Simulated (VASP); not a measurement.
The system is Pt.

```
Pt
1.0
     0.00000    1.97389    1.97389
     1.97389    0.00000    1.97389
     1.97389    1.97389    0.00000
Pt
1
Direct
  0.00000 0.00000 0.00000
```

Base run:

```yaml
Program: VASP 6.6.1
Functional: r2SCAN
Potentials_or_basis: VASP PAW PBE potentials, release 64 (Pt)
Cutoff: 520 eV
k_mesh: 12 × 12 × 12
Occupations: fermi-dirac, width 0.05 eV
Spin: no spin polarisation
```

Its results: band gap on the k mesh zero (band 5 reaches 11.16 eV, above the bottom of band 6 at 8.86 eV); pressure -0.7 GPa.

Task: After a change of settings the same cell gave: band gap on the k mesh zero (band 5 reaches 11.24 eV, above the bottom of band 6 at 9.09 eV); pressure -10.5 GPa. Which change was it?
A. functional from r2SCAN to PBE exchange alone
B. functional from r2SCAN to LDA; potentials or basis from VASP PAW PBE potentials, release 64 (Pt) to VASP PAW LDA potentials, release 64 (Pt)
C. functional from r2SCAN to PBE; further incar settings from ALGO = Normal; EDIFF = 1e-06; NBANDS = 11 to ALGO = Normal; EDIFF = 1e-07; NBANDS = 11

Result: B.

Caveats: spin-orbit coupling is left out, which moves the levels of the heavy elements; the PAW data sets were made with another functional, which shifts forces and pressure a little (some runs).
